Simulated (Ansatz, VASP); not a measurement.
## WCl4F2 in VASP and in Ansatz

File INCAR:

```
SYSTEM = WCl4F2
PREC = Accurate ; ENCUT = 520
EDIFF = 1E-6 ; ISMEAR = 0
SIGMA = 0.1 ; LREAL = .FALSE.
LASPH = .TRUE. ; NELM = 60
ALGO = Normal ; ISIF = 2
LWAVE = .FALSE. ; LCHARG = .TRUE.
GGA = PE ; LELF = .TRUE.
LVHAR = .TRUE. ; NBANDS = 37
```

The input KPOINTS:

```
regular mesh
0
G
  4 4 2
  0 0 0
```

Contents of POSCAR:

```
WCl4F2
1.0
   -6.4015670414     -0.2010639860      0.1602215107
    3.0724976006     -5.9130699698     -0.1309183934
    3.0730154855      2.1121925983      5.8047476727
W Cl F
1 4 2
Direct
    0.0000000000      0.0000000000      0.0000000000
    0.5583563708      0.6865543609      0.7982514164
    0.8821142581      0.1972823328      0.7546069446
    0.1178857419      0.8027176672      0.2453930554
    0.4416436292      0.3134456391      0.2017485836
    0.0780603476      0.8649260740      0.8129916601
    0.9219396524      0.1350739260      0.1870083399
```

Input for Ansatz:

```yaml
crystal:
  lattice:
    - [-6.4015670414, -0.201063986, 0.1602215107]
    - [3.0724976006, -5.9130699698, -0.1309183934]
    - [3.0730154855, 2.1121925983, 5.8047476727]
  atoms:
    - { symbol: W, position: [0.0, 0.0, 0.0] }
    - { symbol: Cl, position: [0.5583563708, 0.6865543609, 0.7982514164] }
    - { symbol: Cl, position: [0.8821142581, 0.1972823328, 0.7546069446] }
    - { symbol: Cl, position: [0.1178857419, 0.8027176672, 0.2453930554] }
    - { symbol: Cl, position: [0.4416436292, 0.3134456391, 0.2017485836] }
    - { symbol: F, position: [0.0780603476, 0.864926074, 0.8129916601] }
    - { symbol: F, position: [0.9219396524, 0.135073926, 0.1870083399] }
basis:
  ecutwfc: 420
kpoints:
  mp_grid: { grid: [4, 4, 2] }
hamiltonian:
  xc: pbe
scf:
  occupations: { method: gaussian, width: 0.1 }
  lower_state_search: "off"
output:
  forces: true
  stress: true
  eigenvalues: true
```

Alike in both runs: task single point; functional PBE; k mesh 4 × 4 × 2; occupations gaussian, width 0.1 eV; no spin polarisation.

```csv
,VASP,Ansatz
version,VASP 6.6.1,Ansatz 0.2.0
potentials or method,"VASP PAW PBE potentials, release 64 (W_sv, Cl, F), cutoff 520 eV","scalar-relativistic, plane waves, PAW"
valence electrons in the cell,56,56
```

```tsv
	VASP	Ansatz	Ansatz less VASP
gap on the k mesh at the Fermi level (eV)	1.82	1.82	-0.004
least direct gap on the mesh (eV)	1.90	1.90	-0.004
pressure (GPa)	0.2	0.0	-0.21
traceless stress, the component that is largest in VASP (GPa)	0.45	0.00	-0.454
rms of the force components (eV/Å)	0.116	0.003	-0.1124
```

Atom by atom the forces differ by 0.116 eV/Å (rms over components).

The k mesh is coarse, so the values compare programs but aren't converged. Neither program's run includes spin-orbit coupling.
